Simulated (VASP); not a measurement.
# Ti (P6/mmm) in VASP: notebook

The runs below take Ti through single point, with PBEsol.

Program: VASP 6.6.1. These are calculated values, not measurements. Logs are shortened: lines on timing, memory, paths and dates and some standing lists are left out, and cuts for length are marked.

## 1. The cell of the first run

It takes space group P6/mmm (No. 191, hexagonal). The conventional cell has a = 4.650 Å, b = 4.650 Å, c = 2.714 Å, α = 90.00°, β = 90.00°, γ = 120.00°. Within 3.6 Å of Ti (site symmetry 6/mmm) lie 14 Ti at 2.71 to 3.01 Å. Ti (site symmetry -6m2) has 11 Ti at 2.68 to 3.01 Å within 3.5 Å.

This isn't the form of Ti at room conditions, which is hcp.

## 2. Single point, PBEsol

Contents of INCAR:

```
SYSTEM = Ti
PREC     = Accurate       ! precision mode
ENCUT    = 520            ! plane-wave cutoff, eV
EDIFF    = 1E-6           ! SCF threshold, eV
ISMEAR   = 0              ! smearing method
SIGMA    = 0.15           ! smearing width, eV
LREAL    = .FALSE.        ! projectors in reciprocal space
LASPH    = .TRUE.         ! aspherical terms in the spheres
NELM     = 80             ! most SCF steps
ALGO     = Fast           ! electronic algorithm
ISIF     = 2              ! what is computed and relaxed
LWAVE    = .FALSE.        ! write WAVECAR
LCHARG   = .FALSE.        ! write CHGCAR
GGA      = PS             ! functional
NBANDS   = 25             ! bands
```

Contents of KPOINTS:

```
Automatic mesh
0
G
  12 12 14
  0 0 0
```

Contents of POSCAR:

```
Ti
1.0
    4.6504000000      0.0000000000      0.0000000000
   -2.3252000000      4.0273645378      0.0000000000
    0.0000000000      0.0000000000      2.7144000000
Ti
3
Direct
    0.0000000000      0.0000000000      0.0000000000
    0.3333333333      0.6666666667      0.5000000000
    0.6666666667      0.3333333333      0.5000000000
```

Potentials or basis: VASP PAW PBE potentials, release 64 (Ti_sv).

Started as:

```console
cat potpaw_PBE.64/Ti_sv/POTCAR > POTCAR
mpirun -np 1 vasp_std > vasp.out
```

OUTCAR:

```text
SYSTEM = Ti
   PREC = Accurate
   ENCUT = 520
   EDIFF = 1E-6
   ISMEAR = 0
   LREAL = .FALSE.
   LASPH = .TRUE.
   NELM = 80
   ISIF = 2
   GGA = PS

 ion  position               nearest neighbor table
   1  0.000  0.000  0.000-
   2  0.333  0.667  0.500-   3 2.68   3 2.68   3 2.68
   3  0.667  0.333  0.500-   2 2.68   2 2.68   2 2.68

  LATTYP: Found a hexagonal cell.
 ALAT       =     4.6504000000
 C/A-ratio  =     0.5836917254

  Lattice vectors:

 A1 = (   4.6504000000,   0.0000000000,   0.0000000000)
 A2 = (  -2.3252000000,   4.0273645378,   0.0000000000)
 A3 = (   0.0000000000,   0.0000000000,   2.7144000000)

Analysis of symmetry for initial positions (statically):
=====================================================================
 Subroutine PRICEL returns:
 Original cell was already a primitive cell.

 Routine SETGRP: Setting up the symmetry group for a
 hexagonal supercell.

 Subroutine GETGRP returns: Found 24 space group operations
 (whereof 24 operations were pure point group operations)
 out of a pool of 24 trial point group operations.

The static configuration has the point symmetry D_6h.

Analysis of symmetry for dynamics (positions and initial velocities):
=====================================================================
 Subroutine PRICEL returns:
 Original cell was already a primitive cell.

 Routine SETGRP: Setting up the symmetry group for a
 hexagonal supercell.

 Subroutine GETGRP returns: Found 24 space group operations
 (whereof 24 operations were pure point group operations)
 out of a pool of 24 trial point group operations.

The dynamic configuration has the point symmetry D_6h.

 Subroutine INISYM returns: Found 24 space group operations
 (whereof 24 operations are pure point group operations),
 and found     1 'primitive' translations

----------------------------------------------------------------------------------------

                                     Primitive cell

  volume of cell :      50.8376

  direct lattice vectors                    reciprocal lattice vectors
     4.650400000  0.000000000  0.000000000     0.215035266  0.124150669  0.000000000
    -2.325200000  4.027364538  0.000000000     0.000000000  0.248301337  0.000000000
     0.000000000  0.000000000  2.714400000     0.000000000  0.000000000  0.368405541

  length of vectors
[... 76 lines left out ...]
   ISTART =      0    job   : 0-new  1-cont  2-samecut
   ICHARG =      2    charge: 1-file 2-atom 10-const
   ISPIN  =      1    spin polarized calculation?
   LNONCOLLINEAR =      F non collinear calculations
   LSORBIT =      F    spin-orbit coupling
   LASPH  =      T    aspherical Exc in radial PAW
   ENCUT  =  520.0 eV  38.22 Ry    6.18 a.u.   8.65  8.65  5.05*2*pi/ulx,y,z
   NELM   =     80;   NELMIN=  2; NELMDL= -5     # of ELM steps
   EDIFF  = 0.1E-05   stopping-criterion for ELM
   LREAL  =      F    real-space projection
[... 7 lines left out ...]
   TEBEG  =    0.0;   TEEND  =   0.0 temperature during run
   PSTRESS=    0.0 pullay stress
   NELECT =      36.0000    total number of electrons
   NUPDOWN=      -1.0000    fix difference up-down
   EMIN   =  10.00;   EMAX   =-10.00  energy-range for DOS
   EFERMI =   0.00;   METHOD = LEGACY
   ISMEAR =     0;   SIGMA  =   0.15  broadening in eV -4-tet -1-fermi 0-gaus
   EFERMI_NEDOS =   21; number of points for ismear=-14 and -15
   IALGO  =     68    algorithm
   IMIX   =      4    mixing-type and parameters
     AMIX     =   0.40;   BMIX     =  1.00
     AMIX_MAG =   1.60;   BMIX_MAG =  1.00
  volume/ion in A,a.u.               =      16.95       114.36
  Fermi-wavevector in a.u.,A,eV,Ry     =   1.459197  2.757483 28.970290  2.129256
  Thomas-Fermi vector in A             =   2.575793
   LORBIT       =      0    0 simple, 1 ext, 2 COOP (PROOUT), +10 PAW based schemes
   GGA     = PS    functional components
   LHFCALC =     F    Hartree Fock is set to
   AEXX    =    0.0000 exact exchange contribution
   IVDW    =     0    specifies the selected vdW correction
   LEPSILON=     F    determine dielectric tensor
   LRPA    =     F    only Hartree local field effects (RPA)
 non-spin polarized calculation
 RMM-DIIS sequential band-by-band and
 Gauss-broadening in eV      SIGMA  =   0.15
  energy-cutoff  :      520.00
  volume of cell :       50.84
 maximum number of plane-waves:      1396
 NGX is ok and might be reduce to    36
   NGX = 17   NGY = 17   NGZ = 11

 number of electron      36.0000007 magnetization

 Free energy of the ion-electron system (eV)
  ---------------------------------------------------
  ext. energy  EPLUGINS =         0.00000000
  ---------------------------------------------------
  free energy    TOTEN  =       -24.98638521 eV

  energy without entropy =      -24.95235702  energy(sigma->0) =      -24.96937111

 E-fermi :   8.2590     XC(G=0): -11.7535

 val. band max:        8.2467807550   @ k =   0.3333   0.3333   0.0000
 cond. band min:       8.2611057553   @ k =   0.0833  -0.0000   0.0714
 fundamental gap:      0.0143250003
 Fermi energy:         8.2590030622

 k-point     1 :       0.0000    0.0000    0.0000
  band No.  band energies     occupation
      1     -48.2538      2.00000
      2     -48.0260      2.00000
      3     -47.8884      2.00000
      4     -24.6702      2.00000
      5     -24.6702      2.00000
      6     -24.5647      2.00000
[... 661 lines left out ...]
     24      10.3613      0.00000
     25      11.2716      0.00000

 [... further k-points ...]

------------------------ aborting loop because EDIFF is reached ----------------------------------------

  FORCE on cell =-STRESS in cart. coord.  units (eV):
  Direction    XX          YY          ZZ          XY          YZ          ZX
  --------------------------------------------------------------------------------------
  -------------------------------------------------------------------------------------
  Total       -2.1491787     -2.1491787      1.4098580      0.0000000      0.0000000      0.0000000
  in kB      -67.7326412    -67.7326412     44.4325118      0.0000000      0.0000000      0.0000000
  external PRESSURE =     -30.3442569 kB  Pullay stress =       0.0000000 kB

 VOLUME and BASIS-vectors are now :
 -----------------------------------------------------------------------------
  energy-cutoff  :      520.00
  volume of cell :       50.84
      direct lattice vectors                 reciprocal lattice vectors
     4.650400000  0.000000000  0.000000000     0.215035266  0.124150669  0.000000000
    -2.325200000  4.027364538  0.000000000     0.000000000  0.248301337  0.000000000
     0.000000000  0.000000000  2.714400000     0.000000000  0.000000000  0.368405541

 POSITION                                       TOTAL-FORCE (eV/Angst)
 -----------------------------------------------------------------------------------
      0.00000      0.00000      0.00000         0.000000      0.000000      0.000000
     -0.00000      2.68491      1.35720         0.000000     -0.000000     -0.000000
      2.32520      1.34245      1.35720        -0.000000      0.000000      0.000000
 -----------------------------------------------------------------------------------
    total drift:                                0.000000      0.000000     -0.000000

  FREE ENERGIE OF THE ION-ELECTRON SYSTEM (eV)
  ---------------------------------------------------
  free  energy   TOTEN  =       -24.9863852095 eV

  energy  without entropy=      -24.9523570174  energy(sigma->0) =      -24.96937111
```

stdout:

```text
POSCAR found type information on POSCAR Ti
 POSCAR found :  1 types and       3 ions
 scaLAPACK will be used
 -----------------------------------------------------------------------------
|                                                                             |
|                                                                             |
|     You enforced a specific xc type in the INCAR file but a different       |
[... 25 lines left out ...]
WARNING in EDDRMM: call to ZHEGV failed, returncode =   6  3     17
WARNING in EDDRMM: call to ZHEGV failed, returncode =   6  3     23
WARNING in EDDRMM: call to ZHEGV failed, returncode =   8  4      5
WARNING in EDDRMM: call to ZHEGV failed, returncode =   6  3     17
WARNING in EDDRMM: call to ZHEGV failed, returncode =   6  3     21
WARNING in EDDRMM: call to ZHEGV failed, returncode =   6  3     13
WARNING in EDDRMM: call to ZHEGV failed, returncode =   6  3     18
```

It took 14 min on 1 thread of Intel Xeon 8259CL, shared host; peak memory 0.27 GiB.

Results:

```
Free energy            : -24.9864 eV
Pressure               : -3.0 GPa
Band gap on the k mesh : zero (bands 18 and 19 overlap by 0.32 eV)
```

Levels at points of the mesh, in eV from the Fermi level:
| k point | band 14 | band 15 | band 16 | band 17 | band 18 | band 19 | band 20 | band 21 | band 22 | band 23 |
| --- | --- | --- | --- | --- | --- | --- | --- | --- | --- | --- |
| (0.00, 0.00, 0.00) | -1.85 | -0.71 | -0.71 | -0.62 | -0.62 | -0.27 | 0.42 | 1.32 | 1.32 | 2.27 |
| (0.50, 0.00, 0.00) | -3.58 | -2.59 | -0.48 | -0.41 | -0.34 | 0.02 | 0.32 | 0.96 | 1.60 | 2.38 |
| (0.00, 0.00, 0.50) | -2.03 | -1.84 | -1.53 | -1.53 | -1.32 | 0.92 | 0.92 | 1.43 | 1.43 | 3.00 |
| (0.50, 0.00, 0.50) | -2.00 | -1.71 | -1.10 | -0.55 | -0.29 | 0.39 | 1.02 | 1.20 | 1.21 | 2.32 |

Caveat: the stress differs along the axes, from -7 to 4 GPa; the PAW data sets were made with another functional, which shifts forces and pressure a little.

## 3. Single point, PBEsol

This run uses another cell than the first one, of 16.46 Å³/atom.

Contents of INCAR:

```
  ALGO = Fast
  EDIFF = 1E-6
  ENCUT = 520
  GGA = PS
  ISIF = 2
  ISMEAR = 0
  LASPH = T
  LCHARG = F
  LREAL = F
  LWAVE = F
  NBANDS = 25
  NELM = 60
  PREC = Accurate
  SIGMA = 0.15
```

Contents of KPOINTS:

```
k-points
0
Gamma
  12 12 14
```

Contents of POSCAR:

```
Ti
1.0
    4.4607000000      0.0000000000      0.0000000000
   -2.2303500000      3.8630795187      0.0000000000
    0.0000000000      0.0000000000      2.8655000000
Ti
3
Direct
    0.0000000000      0.0000000000      0.0000000000
    0.3333333333      0.6666666667      0.5000000000
    0.6666666667      0.3333333333      0.5000000000
```

Potentials or basis: VASP PAW PBE potentials, release 64 (Ti_sv).

Started as:

```console
cat potpaw_PBE.64/Ti_sv/POTCAR > POTCAR
mpirun -np 1 vasp_std > vasp.out
```

It took 15 min on 1 thread of Intel Xeon 8259CL, shared host; peak memory 0.28 GiB.

It converged, with:

| Quantity | Value |
| --- | --- |
| Free energy | -25.0496 eV |
| Pressure | -0.3 GPa |
| Band gap on the k mesh | zero (bands 18 and 19 overlap by 0.46 eV) |

Stress tensor (GPa, compression positive):
```
 1.87  0.00  0.00
 0.00  1.87  0.00
 0.00  0.00 -4.73
```

Levels at points of the mesh, in eV from the Fermi level:
| k point | band 16 | band 17 | band 18 | band 19 | band 20 | band 21 |
| --- | --- | --- | --- | --- | --- | --- |
| (0.00, 0.00, 0.00) | -0.68 | -0.57 | -0.57 | 0.17 | 0.90 | 1.36 |
| (0.50, 0.00, 0.00) | -0.47 | -0.36 | -0.32 | 0.11 | 0.72 | 0.74 |
| (0.00, 0.00, 0.50) | -1.93 | -1.73 | -1.73 | 1.21 | 1.21 | 1.25 |
| (0.50, 0.00, 0.50) | -1.26 | -0.85 | -0.73 | 0.36 | 0.76 | 0.93 |

Caveat: the stress differs along the axes, from -5 to 2 GPa; the PAW data sets were made with another functional, which shifts forces and pressure a little.

## 4. Single point, PBEsol

This run uses another cell than the first one, of 16.44 Å³/atom.

Contents of INCAR:

```
SYSTEM = Ti
ALGO     = Fast           ! electronic algorithm
EDIFF    = 1E-6           ! SCF threshold, eV
ENCUT    = 520            ! plane-wave cutoff, eV
GGA      = PS             ! functional
ISIF     = 2              ! what is computed and relaxed
ISMEAR   = 0              ! smearing method
LASPH    = .TRUE.         ! aspherical terms in the spheres
LCHARG   = .TRUE.         ! write CHGCAR
LELF     = .TRUE.         ! ELF
LREAL    = .FALSE.        ! projectors in reciprocal space
LVHAR    = .TRUE.       
LWAVE    = .FALSE.        ! write WAVECAR
NBANDS   = 25             ! bands
NELM     = 60             ! most SCF steps
PREC     = Accurate       ! precision mode
SIGMA    = 0.15           ! smearing width, eV
```

Contents of KPOINTS:

```
k-points
0
G
  12 12 14
  0 0 0
```

Contents of POSCAR:

```
Ti
1.0
    4.4066000000      0.0000000000      0.0000000000
   -2.2033000000      3.8162275443      0.0000000000
    0.0000000000      0.0000000000      2.9326000000
Ti
3
Direct
    0.0000000000      0.0000000000      0.0000000000
    0.3333333333      0.6666666667      0.5000000000
    0.6666666667      0.3333333333      0.5000000000
```

Started as:

```console
cat potpaw_PBE.64/Ti_sv/POTCAR > POTCAR
mpirun -np 1 vasp_std > vasp.out
```

Run time: 14 min. Hardware: 1 thread of Intel Xeon 8259CL, shared host; peak memory 0.28 GiB.

Results (log left out):

* Free energy: -24.9795 eV
* Pressure: -0.2 GPa
* Band gap on the k mesh: zero (bands 18 and 19 overlap by 0.56 eV)

Stress tensor (GPa, compression positive):
```
 4.00  0.00  0.00
 0.00  4.00  0.00
 0.00  0.00 -8.60
```

Levels at points of the mesh, in eV from the Fermi level:
| k point | band 15 | band 16 | band 17 | band 18 | band 19 | band 20 | band 21 | band 22 |
| --- | --- | --- | --- | --- | --- | --- | --- | --- |
| (0.00, 0.00, 0.00) | -0.64 | -0.64 | -0.53 | -0.53 | 0.36 | 1.08 | 1.38 | 1.44 |
| (0.50, 0.00, 0.00) | -2.74 | -0.49 | -0.29 | -0.27 | 0.18 | 0.45 | 0.87 | 1.53 |
| (0.00, 0.00, 0.50) | -2.24 | -2.11 | -1.75 | -1.75 | 1.21 | 1.21 | 1.33 | 1.33 |
| (0.50, 0.00, 0.50) | -1.73 | -1.28 | -1.02 | -0.78 | 0.38 | 0.70 | 0.86 | 1.03 |

Caveat: the stress differs along the axes, from -9 to 4 GPa; the PAW data sets were made with another functional, which shifts forces and pressure a little.

(Continued in part 2 of 2.)
